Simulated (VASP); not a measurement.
A run of VASP 6.6.1:

Contents of INCAR:

```
  ALGO = Normal
  EDIFF = 1E-6
  ENCUT = 520
  GGA = CA
  ISIF = 2
  ISMEAR = 0
  LASPH = T
  LCHARG = T
  LELF = T
  LREAL = F
  LVHAR = T
  LWAVE = F
  NBANDS = 11
  NELM = 60
  PREC = Accurate
  SIGMA = 0.01
```

Contents of KPOINTS:

```
k-points
0
Gamma
  6 6 6
```

The input POSCAR:

```
C
1.0
    0.0000000000      1.7801241434      1.7801241434
    1.7801241434      0.0000000000      1.7801241434
    1.7801241434      1.7801241434      0.0000000000
C
2
Direct
    0.0000000000      0.0000000000      0.0000000000
    0.2500000000      0.2500000000      0.2500000000
```

Potentials or basis: VASP PAW LDA potentials, release 64 (C).

Launch:

```console
$ cat potpaw_LDA.64/C/POTCAR > POTCAR
$ mpirun -np 1 vasp_std > vasp.out
```

Hardware: 1 thread of AMD EPYC 7R43 64-Core Processor (Zen 3), with other jobs on the host.

Question: Estimate the wall time of this run.

Answer: Run time: 2.4 s on 1 thread of AMD EPYC 7R43 64-Core Processor (Zen 3), with other jobs on the host, peak memory 0.07 GiB. Counts: scf iterations 11, k points 16.
